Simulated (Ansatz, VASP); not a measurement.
BiTe: VASP beside Ansatz

```
CELL_PARAMETERS angstrom
0.00000 3.16896 3.16896
3.16896 0.00000 3.16896
3.16896 3.16896 0.00000
ATOMIC_POSITIONS crystal
Bi 0.00000 0.00000 0.00000
Te 0.50000 0.50000 0.50000
```

Alike in both runs: task single point; functional PBE; k mesh 7 × 7 × 7; occupations fermi-dirac, width 0.05 eV; no spin polarisation.

|  | VASP | Ansatz |
| --- | --- | --- |
| version | VASP 6.6.1 | Ansatz 0.2.0 |
| potentials or method | VASP PAW PBE potentials, release 64 (Bi_d, Te) | Ansatz PAW |
| plane-wave cutoff (eV) | 520 | 420 |
| valence electrons in the cell | 21 | 31 |

```csv
,VASP,Ansatz,Ansatz less VASP
gap on the k mesh at the Fermi level (eV),none,none,-
pressure (GPa),4.5,4.5,+0.05
```

A gap of «none» marks a metal or a gap that the smearing closes. VASP's potentials hold 21 valence electrons a cell and Ansatz's 31, so a difference there can come from the potentials and not from the codes.

Neither program's run includes spin-orbit coupling.
